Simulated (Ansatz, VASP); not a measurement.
## Sb in VASP and in Ansatz

```xyz
4
Lattice="3.0826 -4.3623 0.0000 3.0826 4.3623 0.0000 0.0000 0.0000 4.3730" Properties=species:S:1:pos:R:3 pbc="T T T"
Sb    3.0826    3.2717    1.0935
Sb    3.0826   -1.0906    1.0930
Sb    3.0826   -3.2717    3.2795
Sb    3.0826    1.0906    3.2800
```

Alike in both runs: functional r2SCAN; k mesh 10 × 10 × 10; occupations gaussian, width 0.1 eV; no spin polarisation.

Ansatz relaxed the structure, and its values are those at the end. VASP's run is a single point on that final structure, the one shown.

|  | VASP | Ansatz |
| --- | --- | --- |
| version | VASP 6.6.1 | Ansatz 0.2.0 |
| potentials or method | VASP PAW PBE potentials, release 64 (Sb), cutoff 520 eV | scalar-relativistic, plane waves, PAW |
| valence electrons in the cell | 20 | 60 |

```tsv
	VASP	Ansatz	Ansatz less VASP
gap on the k mesh at the Fermi level (eV)	none	none	-
pressure (GPa)	0.0	0.0	-0.03
```

VASP's potentials were made for PBE, not for r2SCAN. A gap of «none» marks a metal or a gap that the smearing closes. VASP's potentials hold 20 valence electrons a cell and Ansatz's 60, so a difference there can come from the potentials and not from the codes.

Spin-orbit coupling is off throughout.
